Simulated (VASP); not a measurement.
# N (P4_2/mnm) in VASP: notebook, part 2 of 2

VASP 6.6.1.

**3. Single point, PBE+D3(BJ)**

This run uses another cell than the first one, of 22.32 Å³/atom.

The input, INCAR:

```
SYSTEM = N
PREC     = Accurate       ! precision mode
ENCUT    = 520            ! plane-wave cutoff, eV
EDIFF    = 1E-7           ! SCF threshold, eV
ISMEAR   = -1             ! smearing method
SIGMA    = 0.02           ! smearing width, eV
LREAL    = .FALSE.        ! projectors in reciprocal space
LASPH    = .TRUE.         ! aspherical terms in the spheres
NELM     = 100            ! most SCF steps
ALGO     = Normal         ! electronic algorithm
ISIF     = 2              ! what is computed and relaxed
LWAVE    = .FALSE.        ! write WAVECAR
LCHARG   = .FALSE.        ! write CHGCAR
GGA      = PE             ! functional
IVDW     = 12             ! dispersion correction
NBANDS   = 18             ! bands
```

The input, KPOINTS:

```
regular mesh
0
G
  6 6 4
  0 0 0
```

The input, POSCAR:

```
N
1.0
    4.0943187972      0.0000000000      0.0000000000
    0.0000000000      4.0943187972      0.0000000000
    0.0000000000      0.0000000000      5.3249595877
N
4
Direct
    0.9048714588      0.9048714588      0.0000000000
    0.5951285412      0.4048714588      0.5000000000
    0.0951285412      0.0951285412      0.0000000000
    0.4048714588      0.5951285412      0.5000000000
```

Potentials or basis: VASP PAW PBE potentials, release 64 (N).

Launch:

```sh
$ cat potpaw_PBE.64/N/POTCAR > POTCAR
$ mpirun -np 1 vasp_std > vasp.out
```

Run time: 15 s. Hardware: 1 thread of Intel Xeon 6975P-C (Granite Rapids), shared host; peak memory 0.19 GiB.

The run converged. Its results:

| Item | Value |
| --- | --- |
| Free energy | -33.5241 eV |
| Pressure | 2.1 GPa |
| Largest force | 1.750 eV/Å |
| Band gap on the k mesh | 6.94 eV (least direct gap 7.12 eV) |
| Dispersion energy per atom | -0.055 eV |

Forces in eV/Å, atoms in the order of the input:
```
N   -1.237 -1.237  0.000
N    1.237 -1.237  0.000
N    1.237  1.237  0.000
N   -1.237  1.237  0.000
```

Stress tensor (GPa, compression positive):
```
 3.20  0.00  0.00
 0.00  3.20  0.00
 0.00  0.00 -0.20
```

Levels at points of the mesh, in eV from the valence-band top:
| k point | band 7 | band 8 | band 9 | band 10 | band 11 | band 12 | band 13 | band 14 |
| --- | --- | --- | --- | --- | --- | --- | --- | --- |
| (0.00, 0.00, 0.00) | -1.48 | -1.38 | -0.99 | -0.18 | 6.94 | 7.83 | 8.18 | 8.18 |
| (0.50, 0.00, 0.00) | -1.67 | -1.67 | -0.23 | -0.23 | 7.97 | 7.97 | 7.98 | 7.98 |
| (0.50, 0.50, 0.00) | -1.63 | -1.63 | -0.03 | -0.03 | 7.75 | 7.75 | 8.72 | 8.72 |
| (0.00, 0.00, 0.50) | -1.49 | -1.49 | -0.43 | -0.43 | 7.36 | 7.36 | 8.17 | 8.17 |
| (0.50, 0.00, 0.50) | -1.47 | -1.47 | -0.28 | -0.28 | 7.60 | 7.60 | 8.28 | 8.28 |
| (0.50, 0.50, 0.50) | -1.66 | -1.66 | 0.00 | 0.00 | 7.77 | 7.77 | 8.72 | 8.72 |

Caveat: the standard files for N, O and F lose accuracy on very short bonds; forces of over 1 eV/Å act on the atoms, so gaps and moduli don't describe the material at rest. A k mesh can miss the band edges.

**4. Single point, PBE+D4**

This run uses another cell than the first one, of 22.57 Å³/atom.

The input, INCAR:

```
PREC = Accurate ; ENCUT = 520
EDIFF = 1E-7 ; ISMEAR = -1
SIGMA = 0.02 ; LREAL = False
LASPH = True ; NELM = 60
ALGO = Normal ; ISIF = 2
LWAVE = False ; LCHARG = True
GGA = PE ; IVDW = 13
LELF = True ; LVHAR = True
NBANDS = 18
```

The input, KPOINTS:

```
Automatic mesh
0
Gamma
  6 6 4
```

The input, POSCAR:

```
N
1.0
    4.1089068451      0.0000000000      0.0000000000
    0.0000000000      4.1089068451      0.0000000000
    0.0000000000      0.0000000000      5.3470816976
N
4
Direct
    0.9052075480      0.9052075480      0.0000000000
    0.5947924520      0.4052075480      0.5000000000
    0.0947924520      0.0947924520      0.0000000000
    0.4052075480      0.5947924520      0.5000000000
```

Launch:

```sh
$ cat potpaw_PBE.64/N/POTCAR > POTCAR
$ mpirun -np 1 vasp_std > vasp.out
```

It took 15 s on 1 thread of Intel Xeon 6975P-C (Granite Rapids), shared host; peak memory 0.19 GiB.

Results (log left out):

```yaml
Free_energy: -33.5000 eV
Pressure: 2.1 GPa
Largest_force: 1.749 eV/Å
Band_gap_on_the_k_mesh: 6.96 eV (least direct gap 7.14 eV)
Dispersion_energy_per_atom: -0.048 eV
```

Forces in eV/Å, atoms in the order of the input:
```
N   -1.237 -1.237  0.000
N    1.237 -1.237  0.000
N    1.237  1.237  0.000
N   -1.237  1.237  0.000
```

Stress tensor (GPa, compression positive):
```
 3.21  0.00  0.00
 0.00  3.21  0.00
 0.00  0.00 -0.16
```

Levels at points of the mesh, in eV from the valence-band top:
| k point | band 8 | band 9 | band 10 | band 11 | band 12 | band 13 |
| --- | --- | --- | --- | --- | --- | --- |
| (0.00, 0.00, 0.00) | -1.38 | -0.97 | -0.18 | 6.96 | 7.83 | 8.18 |
| (0.50, 0.00, 0.00) | -1.67 | -0.22 | -0.22 | 7.97 | 7.97 | 7.98 |
| (0.50, 0.50, 0.00) | -1.62 | -0.03 | -0.03 | 7.75 | 7.75 | 8.72 |
| (0.00, 0.00, 0.50) | -1.49 | -0.42 | -0.42 | 7.37 | 7.37 | 8.17 |
| (0.50, 0.00, 0.50) | -1.47 | -0.27 | -0.27 | 7.61 | 7.61 | 8.28 |
| (0.50, 0.50, 0.50) | -1.66 | 0.00 | 0.00 | 7.78 | 7.78 | 8.72 |

Caveat: the standard files for N, O and F lose accuracy on very short bonds; forces of over 1 eV/Å act on the atoms, so gaps and moduli don't describe the material at rest. A k mesh can miss the band edges.

**5. Single point, PBE**

The input, INCAR:

```
PREC     = Accurate       # precision mode
ENCUT    = 520            # plane-wave cutoff, eV
EDIFF    = 1E-6           # SCF threshold, eV
ISMEAR   = -1             # smearing method
SIGMA    = 0.02           # smearing width, eV
LREAL    = F              # projectors in reciprocal space
LASPH    = T              # aspherical terms in the spheres
NELM     = 80             # most SCF steps
ALGO     = Normal         # electronic algorithm
ISIF     = 2              # what is computed and relaxed
LWAVE    = F              # write WAVECAR
LCHARG   = F              # write CHGCAR
GGA      = PE             # functional
NBANDS   = 18             # bands
```

The input, KPOINTS:

```
Automatic mesh
0
Gamma
  6 6 6
```

The input, POSCAR:

```
N
1.0
    3.9609740433      0.0000000000      0.0000000000
    0.0000000000      3.9609740433      0.0000000000
    0.0000000000      0.0000000000      5.1331803146
N
4
Direct
    0.9024068167      0.9024068167      0.0000000000
    0.5975931833      0.4024068167      0.5000000000
    0.0975931833      0.0975931833      0.0000000000
    0.4024068167      0.5975931833      0.5000000000
```

Launch:

```sh
$ cat potpaw_PBE.64/N/POTCAR > POTCAR
$ mpirun -np 1 vasp_std > vasp.out
```

Run time: 18 s. Hardware: 1 thread of Intel Xeon 6975P-C (Granite Rapids), shared host; peak memory 0.18 GiB.

It converged, with:

```
Free energy            : -33.2206 eV
Pressure               : 5.3 GPa
Largest force          : 3.106 eV/Å
Band gap on the k mesh : 6.80 eV (least direct gap 7.04 eV)
```

Forces in eV/Å, atoms in the order of the input:
```
N   -2.196 -2.196  0.000
N    2.196 -2.196  0.000
N    2.196  2.196  0.000
N   -2.196  2.196  0.000
```

Stress tensor (GPa, compression positive):
```
7.50 0.00 0.00
0.00 7.50 0.00
0.00 0.00 0.85
```

Levels at points of the mesh, in eV from the valence-band top:
```tsv
k point	band 6	band 7	band 8	band 9	band 10	band 11	band 12	band 13	band 14	band 15
(0.00, 0.00, 0.00)	-1.55	-1.55	-1.43	-1.22	-0.23	6.80	7.86	8.26	8.26	11.58
(0.50, 0.00, 0.00)	-1.81	-1.80	-1.80	-0.27	-0.27	8.03	8.03	8.03	8.03	12.43
(0.50, 0.50, 0.00)	-1.97	-1.74	-1.74	-0.05	-0.05	7.74	7.74	8.91	8.91	12.56
(0.00, 0.00, 0.50)	-2.07	-1.57	-1.57	-0.49	-0.49	7.29	7.29	8.25	8.25	12.45
(0.50, 0.00, 0.50)	-1.94	-1.55	-1.55	-0.35	-0.35	7.59	7.59	8.38	8.38	13.07
(0.50, 0.50, 0.50)	-2.05	-1.80	-1.80	0.00	0.00	7.80	7.80	8.91	8.91	13.15
```

Caveat: the standard files for N, O and F lose accuracy on very short bonds; the cell stands under pressure; this functional lacks dispersion, which holds the molecules together, so the pressure and a relaxed volume are unreliable; forces of over 1 eV/Å act on the atoms, so gaps and moduli don't describe the material at rest. A k mesh can miss the band edges.

**6. Single point, LDA**

The input, INCAR:

```
SYSTEM = N
ALGO = Normal ; EDIFF = 1E-6
ENCUT = 520 ; GGA = CA
ISIF = 2 ; ISMEAR = 0
LASPH = .True. ; LCHARG = .False.
LREAL = .False. ; LWAVE = .False.
NBANDS = 18 ; NELM = 100
PREC = Accurate ; SIGMA = 0.01
```

The input, KPOINTS:

```
k-points
0
Gamma
  6 6 6
  0 0 0
```

POSCAR is that of step 5.

Potentials or basis: VASP PAW LDA potentials, release 64 (N).

Launch:

```sh
$ cat potpaw_LDA.64/N/POTCAR > POTCAR
$ mpirun -np 1 vasp_std > vasp.out
```

Wall time 14 s (1 thread of Intel Xeon 6975P-C (Granite Rapids), shared host); peak memory 0.17 GiB.

The run converged. Its results:

| Quantity | Value |
| --- | --- |
| Free energy | -35.2070 eV |
| Pressure | 1.6 GPa |
| Largest force | 1.578 eV/Å |
| Band gap on the k mesh | 6.60 eV (least direct gap 6.84 eV) |

Forces on the atoms (eV/Å):
```
N   -1.116 -1.116  0.000
N    1.116 -1.116  0.000
N    1.116  1.116  0.000
N   -1.116  1.116  0.000
```

Stress tensor (GPa, compression positive):
```
 2.73  0.00  0.00
 0.00  2.73  0.00
 0.00  0.00 -0.66
```

Levels at points of the mesh, in eV from the valence-band top:
| k point | band 8 | band 9 | band 10 | band 11 | band 12 | band 13 |
| --- | --- | --- | --- | --- | --- | --- |
| (0.00, 0.00, 0.00) | -1.53 | -1.32 | -0.24 | 6.60 | 7.71 | 8.12 |
| (0.50, 0.00, 0.00) | -1.89 | -0.29 | -0.29 | 7.87 | 7.87 | 7.88 |
| (0.50, 0.50, 0.00) | -1.85 | -0.05 | -0.05 | 7.56 | 7.56 | 8.79 |
| (0.00, 0.00, 0.50) | -1.67 | -0.53 | -0.53 | 7.11 | 7.11 | 8.11 |
| (0.50, 0.00, 0.50) | -1.65 | -0.38 | -0.38 | 7.41 | 7.41 | 8.25 |
| (0.50, 0.50, 0.50) | -1.91 | 0.00 | 0.00 | 7.62 | 7.62 | 8.79 |

Caveat: the standard files for N, O and F lose accuracy on very short bonds; forces of over 1 eV/Å act on the atoms, so gaps and moduli don't describe the material at rest. A k mesh can miss the band edges.

**7. The runs side by side**

```tsv
level	potentials or basis	cell	k mesh	smearing	gap on the mesh (eV)	pressure (GPa)	largest force (eV/Å)
PBE	VASP PAW PBE potentials, release 64 (N)	a = 3.961, b = 3.961, c = 5.133 Å, 4 atoms, atomic positions A	4 × 4 × 4	gaussian 0.01 eV	6.80	5.3	3.11
PBE+D3(BJ)	VASP PAW PBE potentials, release 64 (N)	a = 4.094, b = 4.094, c = 5.325 Å, 4 atoms, atomic positions B	6 × 6 × 4	fermi-dirac 0.02 eV	6.94	2.1	1.75
PBE+D4	VASP PAW PBE potentials, release 64 (N)	a = 4.109, b = 4.109, c = 5.347 Å, 4 atoms, atomic positions B	6 × 6 × 4	fermi-dirac 0.02 eV	6.96	2.1	1.75
PBE	VASP PAW PBE potentials, release 64 (N)	a = 3.961, b = 3.961, c = 5.133 Å, 4 atoms, atomic positions A	6 × 6 × 6	fermi-dirac 0.02 eV	6.80	5.3	3.11
LDA	VASP PAW LDA potentials, release 64 (N)	a = 3.961, b = 3.961, c = 5.133 Å, 4 atoms, atomic positions A	6 × 6 × 6	gaussian 0.01 eV	6.60	1.6	1.58
```

Alike in all rows: task single point; no spin polarisation; cutoff (eV) 520.

Caveats: the standard files for N, O and F lose accuracy on very short bonds; forces of over 1 eV/Å act on the atoms, so gaps and moduli don't describe the material at rest; the cell stands under pressure (at least some runs); this functional lacks dispersion, which holds the molecules together, so the pressure and a relaxed volume are unreliable (at least some runs).

Absolute energies hang on the potentials; compare differences alone.
